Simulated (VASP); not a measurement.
## Cs: single point with PBEsol

The system is Cs.

```
CELL_PARAMETERS angstrom
-1.24834 3.43293 3.43293
3.43293 -1.24834 3.43293
3.43293 3.43293 -1.24834
ATOMIC_POSITIONS crystal
Cs 0.00000 0.00000 0.00000
```

This cell differs from its parent crystal: ratio of the length along [111] to the lengths across it x 0.6, volume and fractional coordinates fixed.

```
Program             : VASP 6.6.1
Task                : single point
Functional          : PBEsol
Potentials or basis : VASP PAW PBE potentials, release 64 (Cs_sv)
Cutoff              : 520 eV
k mesh              : 12 × 12 × 12
Occupations         : gaussian, width 0.15 eV
Spin                : no spin polarisation
```

```json
{
  "Pressure": "-0.1 GPa",
  "Band gap on the k mesh": "zero (an odd number of electrons rules out a gap without spin polarisation)"
}
```

Stress tensor (GPa, compression positive):
```
-0.08  0.09  0.09
 0.09 -0.08  0.09
 0.09  0.09 -0.08
```

Levels at points of the mesh, in eV from the Fermi level:
```csv
k point,band 1,band 2,band 3,band 4,band 5,band 6,band 7,band 8,band 9,band 10
"(0.00, 0.00, 0.00)",-24.02,-10.73,-10.73,-10.71,-1.62,1.43,1.43,4.10,4.11,4.11
"(0.50, 0.00, 0.00)",-24.01,-10.89,-10.71,-10.71,-0.21,0.44,1.74,3.00,3.05,4.20
"(0.50, 0.50, 0.00)",-24.00,-10.88,-10.85,-10.70,0.34,1.12,1.67,2.42,3.18,3.43
"(0.50, 0.50, 0.50)",-24.00,-10.88,-10.83,-10.83,0.71,1.34,1.34,2.55,3.52,4.33
```

Run time: 2.4 min on 1 thread of Oxide Virtual Turin-like Processor (shared host), peak memory 0.35 GiB.

Caveat: the PAW data sets were made with another functional, which shifts forces and pressure a little; spin-orbit coupling is left out, which moves the levels of the heavy elements.
